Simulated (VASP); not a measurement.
# TePb (I4/mmm) in VASP: single point with r2SCAN

Aim: the single point of TePb with r2SCAN.

Everything below comes from runs of VASP 6.6.1. Logs are shortened: lines on timing, memory, paths and dates and some standing lists are left out, and cuts for length are marked.

### Step 1. The cell of the first run

It takes space group I4/mmm (No. 139, tetragonal). The conventional cell has a = 4.852 Å, b = 4.852 Å, c = 6.497 Å, α = 90.00°, β = 90.00°, γ = 90.00°. Within 4.3 Å of Pb (site symmetry 4/mmm) lie 6 Te at 3.25 to 3.43 Å. Within 4.3 Å of Te (site symmetry 4/mmm) lie 6 Pb at 3.25 to 3.43 Å.

### Step 2. Single point, r2SCAN (epitaxial xy strain +5.0%)

POSCAR reads:

```
TePb
1.0
    0.0000000000      3.4312286796      3.2483639977
    3.4312286796      0.0000000000      3.2483639977
    3.4312286796      3.4312286796      0.0000000000
Pb Te
1 1
Direct
    0.0000000000      0.0000000000      0.0000000000
    0.5000000000      0.5000000000      0.5000000000
```

INCAR.step1 reads:

```
SYSTEM = TePb
PREC = Accurate ; ENCUT = 520
ISMEAR = 0 ; SIGMA = 0.01
LREAL = .FALSE. ; LASPH = .TRUE.
NELM = 60 ; NBANDS = 17
GGA = PE ; ALGO = Normal
EDIFF = 1E-4 ; LWAVE = .TRUE.
LCHARG = .FALSE.
```

INCAR.step2 reads:

```
SYSTEM = TePb
PREC = Accurate ; ENCUT = 520
EDIFF = 1E-7 ; ISMEAR = 0
SIGMA = 0.01 ; LREAL = .FALSE.
LASPH = .TRUE. ; NELM = 60
ALGO = Normal ; ISIF = 2
LWAVE = .FALSE. ; LCHARG = .FALSE.
METAGGA = R2SCAN ; LMIXTAU = .TRUE.
NBANDS = 17 ; ISTART = 1
```

KPOINTS reads:

```
Automatic mesh
0
G
  8 8 8
  0 0 0
```

Potentials or basis: VASP PAW PBE potentials, release 64 (Pb_d, Te).

Command:

```
> cat potpaw_PBE.64/Pb_d/POTCAR potpaw_PBE.64/Te/POTCAR > POTCAR
> cp INCAR.step1 INCAR
> mpirun -np 1 vasp_std > vasp.out
> cp INCAR.step2 INCAR
> mpirun -np 1 vasp_std > vasp.out
```

OUTCAR:

```text
SYSTEM = TePb
   PREC = Accurate
   ENCUT = 520
   EDIFF = 1E-7
   ISMEAR = 0
   LREAL = .FALSE.
   LASPH = .TRUE.
   NELM = 60
   ISIF = 2
   METAGGA = R2SCAN
   ISTART = 1

 ion  position               nearest neighbor table
   1  0.000  0.000  0.000-   2 3.25   2 3.25   2 3.43   2 3.43   2 3.43   2 3.43
   2  0.500  0.500  0.500-   1 3.25   1 3.25   1 3.43   1 3.43   1 3.43   1 3.43

  LATTYP: Found a body centered tetragonal cell.
 ALAT       =     4.8524901343
 C/A-ratio  =     1.3388441430

  Lattice vectors:

 A1 = (   0.0000000000,  -3.4312286796,  -3.2483639977)
 A2 = (   0.0000000000,   3.4312286796,  -3.2483639977)
 A3 = (   3.4312286796,   0.0000000000,   3.2483639977)

Analysis of symmetry for initial positions (statically):
=====================================================================
 Subroutine PRICEL returns:
 Original cell was already a primitive cell.

 Routine SETGRP: Setting up the symmetry group for a
 body centered tetragonal supercell.

 Subroutine GETGRP returns: Found 16 space group operations
 (whereof 16 operations were pure point group operations)
 out of a pool of 16 trial point group operations.

The static configuration has the point symmetry D_4h.

Analysis of symmetry for dynamics (positions and initial velocities):
=====================================================================
 Subroutine PRICEL returns:
 Original cell was already a primitive cell.

 Routine SETGRP: Setting up the symmetry group for a
 body centered tetragonal supercell.

 Subroutine GETGRP returns: Found 16 space group operations
 (whereof 16 operations were pure point group operations)
 out of a pool of 16 trial point group operations.

The dynamic configuration has the point symmetry D_4h.

 Subroutine INISYM returns: Found 16 space group operations
 (whereof 16 operations are pure point group operations),
 and found     1 'primitive' translations

----------------------------------------------------------------------------------------

                                     Primitive cell

  volume of cell :      76.4881

  direct lattice vectors                    reciprocal lattice vectors
     0.000000000  3.431228680  3.248363998    -0.145720395  0.145720395  0.153923637
     3.431228680  0.000000000  3.248363998     0.145720395 -0.145720395  0.153923637
     3.431228680  3.431228680  0.000000000     0.145720395  0.145720395 -0.153923637

  length of vectors
     4.724954911  4.724954911  4.852490134     0.257218493  0.257218493  0.257218493

  position of ions in fractional coordinates (direct lattice)
     0.000000000  0.000000000  0.000000000
     0.500000000  0.500000000  0.500000000

  ion indices of the primitive-cell ions
   primitive index   ion index
                 1           1
                 2           2

----------------------------------------------------------------------------------------

 KPOINTS: Automatic mesh

Automatic generation of k-mesh.
 Grid dimensions read from file:
 generate k-points for:    8    8    8

 Generating k-lattice:

  Cartesian coordinates                     Fractional coordinates (reciprocal lattice)
    -0.018215049  0.018215049  0.019240455     0.125000000  0.000000000  0.000000000
     0.018215049 -0.018215049  0.019240455     0.000000000  0.125000000  0.000000000
     0.018215049  0.018215049 -0.019240455     0.000000000  0.000000000  0.125000000

  Length of vectors
     0.032152312  0.032152312  0.032152312

  Shift w.r.t. Gamma in fractional coordinates (k-lattice)
     0.000000000  0.000000000  0.000000000

 Subroutine IBZKPT returns following result:
 ===========================================

 Found     59 irreducible k-points:

 Following reciprocal coordinates:
            Coordinates               Weight
  0.000000  0.000000  0.000000      1.000000
  0.125000 -0.000000  0.000000      8.000000
  0.250000 -0.000000  0.000000      8.000000
  0.375000 -0.000000  0.000000      8.000000
  0.500000 -0.000000  0.000000      4.000000
  0.125000  0.125000  0.000000      2.000000
[... 16 lines left out ...]
  0.250000 -0.000000  0.125000     16.000000
  0.375000 -0.000000  0.125000     16.000000
 [... further k-points ...]
   k-points           NKPTS =     59   k-points in BZ     NKDIM =     59   number of bands    NBANDS=     17
   number of dos      NEDOS =    301   number of ions     NIONS =      2
   total plane-waves  NPLWV =  46656
   dimension x,y,z NGX =    36 NGY =   36 NGZ =   36
   dimension x,y,z NGXF=    72 NGYF=   72 NGZF=   72
   ions per type =               1   1
   NGX,Y,Z   is equivalent  to a cutoff of  12.67, 12.67, 12.33 a.u.
   NGXF,Y,Z  is equivalent  to a cutoff of  25.33, 25.33, 24.67 a.u.
 SYSTEM =  TePb
   PREC   = accura    normal or accurate (medium, high low for compatibility)
   ISTART =      1    job   : 0-new  1-cont  2-samecut
   ICHARG =      0    charge: 1-file 2-atom 10-const
   ISPIN  =      1    spin polarized calculation?
   LNONCOLLINEAR =      F non collinear calculations
   LSORBIT =      F    spin-orbit coupling
   LASPH  =      T    aspherical Exc in radial PAW
   ENCUT  =  520.0 eV  38.22 Ry    6.18 a.u.   8.79  8.79  9.02*2*pi/ulx,y,z
   NELM   =     60;   NELMIN=  2; NELMDL=  0     # of ELM steps
   EDIFF  = 0.1E-06   stopping-criterion for ELM
   LREAL  =      F    real-space projection
   EDIFFG = 0.1E-05   stopping-criterion for IOM
   NSW    =      0    number of steps for IOM
   IBRION =     -1    ionic relax: 0-MD 1-quasi-New 2-CG
   NFREE  =      0    steps in history (QN), initial steepest desc. (CG)
   ISIF   =      2    stress and relaxation
   ISYM   =      2    0-nonsym 1-usesym 2-fastsym
   POTIM  = 0.5000    time-step for ionic-motion
   TEBEG  =    0.0;   TEEND  =   0.0 temperature during run
   PSTRESS=    0.0 pullay stress
   NELECT =      20.0000    total number of electrons
   NUPDOWN=      -1.0000    fix difference up-down
   EMIN   =  10.00;   EMAX   =-10.00  energy-range for DOS
   EFERMI =   0.00;   METHOD = LEGACY
   ISMEAR =     0;   SIGMA  =   0.01  broadening in eV -4-tet -1-fermi 0-gaus
   EFERMI_NEDOS =   21; number of points for ismear=-14 and -15
   IALGO  =     38    algorithm
   IMIX   =      4    mixing-type and parameters
     AMIX     =   0.40;   BMIX     =  1.00
     AMIX_MAG =   1.60;   BMIX_MAG =  1.00
  volume/ion in A,a.u.               =      38.24       258.08
  Fermi-wavevector in a.u.,A,eV,Ry     =   1.046856  1.978270 14.910718  1.095907
  Thomas-Fermi vector in A             =   2.181711
   LORBIT       =      0    0 simple, 1 ext, 2 COOP (PROOUT), +10 PAW based schemes
   METAGGA = R2SCAN    functional components
   LHFCALC =     F    Hartree Fock is set to
   AEXX    =    0.0000 exact exchange contribution
   IVDW    =     0    specifies the selected vdW correction
   LEPSILON=     F    determine dielectric tensor
   LRPA    =     F    only Hartree local field effects (RPA)
 non-spin polarized calculation
 Gauss-broadening in eV      SIGMA  =   0.01
  energy-cutoff  :      520.00
  volume of cell :       76.49
 maximum number of plane-waves:      2076
   NGX = 17   NGY = 17   NGZ = 17

 number of electron      20.0000004 magnetization

 Free energy of the ion-electron system (eV)
  ---------------------------------------------------
  ext. energy  EPLUGINS =         0.00000000
  ---------------------------------------------------
  free energy    TOTEN  =       -82.59963841 eV

  energy without entropy =      -82.59963841  energy(sigma->0) =      -82.59963841

 E-fermi :   4.0882     XC(G=0):  -9.2184

 val. band max:        4.0404224218   @ k =   0.5000  -0.0000   0.0000
 cond. band min:       5.1554971730   @ k =   0.5000  -0.0000   0.0000
 fundamental gap:      1.1150747512
 Fermi energy:         4.0882197410

 k-point     1 :       0.0000    0.0000    0.0000
  band No.  band energies     occupation
      1     -13.2676      2.00000
      2     -13.2653      2.00000
      3     -13.2408      2.00000
      4     -13.2408      2.00000
      5     -13.2387      2.00000
      6      -7.5554      2.00000
[... 9 lines left out ...]
     16      10.6436      0.00000
     17      11.2855      0.00000

 k-point     2 :       0.1250   -0.0000    0.0000
  band No.  band energies     occupation
      1     -13.2681      2.00000
      2     -13.2648      2.00000
      3     -13.2406      2.00000
      4     -13.2395      2.00000
      5     -13.2394      2.00000
      6      -7.4382      2.00000
[... 9 lines left out ...]
     16      10.7951      0.00000
     17      12.1288      0.00000

 k-point     3 :       0.2500   -0.0000    0.0000
  band No.  band energies     occupation
      1     -13.2697      2.00000
      2     -13.2638      2.00000
      3     -13.2436      2.00000
      4     -13.2373      2.00000
      5     -13.2361      2.00000
      6      -7.1045      2.00000
[... 9 lines left out ...]
     16      11.4862      0.00000
     17      13.8051      0.00000

 k-point     4 :       0.3750   -0.0000    0.0000
  band No.  band energies     occupation
      1     -13.2717      2.00000
      2     -13.2633      2.00000
      3     -13.2466      2.00000
      4     -13.2348      2.00000
      5     -13.2322      2.00000
      6      -6.6387      2.00000
[... 9 lines left out ...]
     16      12.7055      0.00000
     17      14.5523      0.00000

 k-point     5 :       0.5000   -0.0000    0.0000
  band No.  band energies     occupation
      1     -13.2726      2.00000
      2     -13.2633      2.00000
      3     -13.2477      2.00000
      4     -13.2337      2.00000
      5     -13.2306      2.00000
      6      -6.3537      2.00000
[... 9 lines left out ...]
     16      13.6972      0.00000
     17      13.8659      0.00000

 k-point     6 :       0.1250    0.1250    0.0000
  band No.  band energies     occupation
      1     -13.2664      2.00000
      2     -13.2662      2.00000
      3     -13.2420      2.00000
      4     -13.2385      2.00000
      5     -13.2385      2.00000
      6      -7.3783      2.00000
[... 9 lines left out ...]
     16      11.1621      0.00000
     17      11.5171      0.00000

 k-point     7 :       0.2500    0.1250    0.0000
  band No.  band energies     occupation
      1     -13.2664      2.00000
      2     -13.2663      2.00000
      3     -13.2465      2.00000
      4     -13.2359      2.00000
      5     -13.2353      2.00000
      6      -7.0981      2.00000
[... 9 lines left out ...]
     16      12.0587      0.00000
     17      12.5791      0.00000

 k-point     8 :       0.3750    0.1250    0.0000
  band No.  band energies     occupation
      1     -13.2681      2.00000
      2     -13.2655      2.00000
      3     -13.2507      2.00000
      4     -13.2335      2.00000
      5     -13.2315      2.00000
      6      -6.6622      2.00000
[... 9 lines left out ...]
     16      13.2862      0.00000
     17      14.0373      0.00000
[... 203 lines left out ...]
      1     -13.2742      2.00000
      2     -13.2700      2.00000
      3     -13.2610      2.00000
      4     -13.2256      2.00000
      5     -13.2251      2.00000
      6      -6.0595      2.00000
[... 9 lines left out ...]
     16      14.4821      0.00000
     17      14.8872      0.00000

 k-point    20 :      -0.3750    0.3750    0.0000
  band No.  band energies     occupation
      1     -13.2711      2.00000
      2     -13.2659      2.00000
      3     -13.2641      2.00000
      4     -13.2277      2.00000
      5     -13.2263      2.00000
      6      -6.0277      2.00000
[... 9 lines left out ...]
     16      13.4642      0.00000
     17      15.7422      0.00000

 k-point    21 :       0.5000    0.5000    0.0000
  band No.  band energies     occupation
      1     -13.2786      2.00000
      2     -13.2715      2.00000
      3     -13.2593      2.00000
      4     -13.2239      2.00000
      5     -13.2239      2.00000
      6      -5.9993      2.00000
[... 9 lines left out ...]
     16      14.6571      0.00000
     17      14.9408      0.00000

 k-point    22 :       0.1250    0.0000    0.1250
  band No.  band energies     occupation
      1     -13.2695      2.00000
      2     -13.2638      2.00000
      3     -13.2415      2.00000
      4     -13.2397      2.00000
      5     -13.2383      2.00000
      6      -7.4108      2.00000
[... 9 lines left out ...]
     16      11.3101      0.00000
     17      11.7792      0.00000

 k-point    23 :       0.2500   -0.0000    0.1250
  band No.  band energies     occupation
      1     -13.2719      2.00000
      2     -13.2623      2.00000
      3     -13.2418      2.00000
      4     -13.2408      2.00000
      5     -13.2351      2.00000
      6      -7.1627      2.00000
[... 9 lines left out ...]
     16      11.9672      0.00000
     17      12.7470      0.00000

 k-point    24 :       0.3750   -0.0000    0.1250
  band No.  band energies     occupation
      1     -13.2739      2.00000
      2     -13.2616      2.00000
      3     -13.2448      2.00000
      4     -13.2381      2.00000
      5     -13.2319      2.00000
      6      -6.7475      2.00000
[... 9 lines left out ...]
     16      13.0350      0.00000
     17      14.1473      0.00000

 [... further k-points ...]

------------------------ aborting loop because EDIFF is reached ----------------------------------------

  FORCE on cell =-STRESS in cart. coord.  units (eV):
  Direction    XX          YY          ZZ          XY          YZ          ZX
  --------------------------------------------------------------------------------------
  -------------------------------------------------------------------------------------
  Total       -2.0444073     -2.0444073     -0.0103132      0.0000000      0.0000000      0.0000000
  in kB      -42.8236801    -42.8236801     -0.2160284      0.0000000      0.0000000      0.0000000
  external PRESSURE =     -28.6211295 kB  Pullay stress =       0.0000000 kB

 VOLUME and BASIS-vectors are now :
 -----------------------------------------------------------------------------
  energy-cutoff  :      520.00
  volume of cell :       76.49
      direct lattice vectors                 reciprocal lattice vectors
     0.000000000  3.431228680  3.248363998    -0.145720395  0.145720395  0.153923637
     3.431228680  0.000000000  3.248363998     0.145720395 -0.145720395  0.153923637
     3.431228680  3.431228680  0.000000000     0.145720395  0.145720395 -0.153923637

 POSITION                                       TOTAL-FORCE (eV/Angst)
 -----------------------------------------------------------------------------------
      0.00000      0.00000      0.00000         0.000000      0.000000     -0.000000
      3.43123      3.43123      3.24836        -0.000000      0.000000      0.000000
 -----------------------------------------------------------------------------------
    total drift:                                0.000000      0.000000      0.000000

  FREE ENERGIE OF THE ION-ELECTRON SYSTEM (eV)
  ---------------------------------------------------
  free  energy   TOTEN  =       -82.5996384104 eV

  energy  without entropy=      -82.5996384104  energy(sigma->0) =      -82.59963841
```

It took 4.6 min on 1 thread of Intel Xeon 8259CL, shared host; peak memory 0.27 GiB.

Results:

```
Free energy            : -82.5996 eV
Pressure               : -2.9 GPa
Band gap on the k mesh : 1.12 eV
```

Levels at points of the mesh, in eV from the valence-band top:
```tsv
k point	band 8	band 9	band 10	band 11	band 12	band 13
(0.00, 0.00, 0.00)	-1.45	-0.91	-0.91	3.74	3.74	4.93
(0.50, 0.00, 0.00)	-0.74	-0.68	0.00	1.12	1.55	1.79
(0.50, 0.50, 0.00)	-3.90	-2.39	-2.39	3.92	5.15	5.15
(0.50, 0.00, 0.50)	-3.76	-2.58	-2.01	4.09	4.75	6.03
```

Caveat: the cell differs from its parent crystal (epitaxial xy strain +5.0%); the structure was generated, so it needn't be the stable form of TePb; the PAW data sets were made with another functional, which shifts forces and pressure a little; spin-orbit coupling is left out, which moves the levels of the heavy elements. A k mesh can miss the band edges.
